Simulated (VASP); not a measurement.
Set up this calculation in VASP 6.6.1, as the native input.

```
Task                   : single point
Functional             : PBE
Potentials or basis    : VASP PAW PBE potentials, release 64 (Y_sv, N)
Cutoff                 : 600 eV
k mesh                 : 10 × 10 × 10
Occupations            : gaussian, width 0.01 eV
Spin                   : no spin polarisation
Dipole correction      : no
Further INCAR settings : ALGO = Normal; EDIFF = 1e-06; NBANDS = 15
```

The structure of YN lies in POSCAR:

```
YN
1.0
    0.0000000000      2.4487308996      2.4897931643
    2.4487308996      0.0000000000      2.4897931643
    2.4487308996      2.4487308996      0.0000000000
Y N
1 1
Direct
    0.0000000000      0.0000000000      0.0000000000
    0.5000000000      0.5000000000      0.5000000000
```

This cell differs from its parent crystal: strained cell.

One way to write it, as run:

INCAR

```
SYSTEM = YN
PREC = Accurate
ENCUT = 600
EDIFF = 1E-6
ISMEAR = 0
SIGMA = 0.01
LREAL = .False.
LASPH = .True.
NELM = 120
ALGO = Normal
ISIF = 2
LWAVE = .False.
LCHARG = .False.
GGA = PE
NBANDS = 15
GGA_COMPAT = .False.
```

KPOINTS

```
Automatic mesh
0
Gamma
  10 10 10
  0 0 0
```

Potentials or basis: VASP PAW PBE potentials, release 64 (Y_sv, N).

Run with:

```sh
$ cat potpaw_PBE.64/Y_sv/POTCAR potpaw_PBE.64/N/POTCAR > POTCAR
$ mpirun -np 1 vasp_std > vasp.out
```

Results of the run:

```
Pressure               : -1.9 GPa
Band gap on the k mesh : 0.19 eV (least direct gap 0.60 eV)
```

Caveat: the cell differs from its parent crystal (strained cell).

Run time: 110 s on 1 thread of Intel Xeon 8259CL, with other jobs on the host, peak memory 0.22 GiB.
